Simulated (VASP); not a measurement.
Crystal: PbO2.

```
CELL_PARAMETERS angstrom
0.00000 2.70199 2.70199
2.70199 0.00000 2.70199
2.70199 2.70199 0.00000
ATOMIC_POSITIONS crystal
Pb 0.00000 0.00000 0.00000
O 0.25000 0.25000 0.25000
O 0.75000 0.75000 0.75000
```

Base run:

```yaml
Program: VASP 6.6.1
Functional: PBE
Potentials_or_basis: VASP PAW PBE potentials, release 64 (Pb_d, O_h)
Cutoff: 1340 eV
k_mesh: 6 × 6 × 6
Occupations: gaussian, width 0.1 eV
Spin: no spin polarisation
Hubbard_terms: O p U = 6.2 eV
```

Its results: band gap on the k mesh zero (bands 13 and 14 overlap by 1.21 eV); pressure 2.2 GPa.

Task: The run is repeated on the same cell with these changes: hubbard terms from O p U = 6.2 eV to O p U = 8.4 eV. What comes out?

Result: Band gap on the k mesh zero (bands 13 and 14 overlap by 1.22 eV); pressure 3.0 GPa.

Caveats: spin-orbit coupling is left out, which moves the levels of the heavy elements; U without spin polarisation on a metal has little footing; the cell stands under pressure (at least some runs).
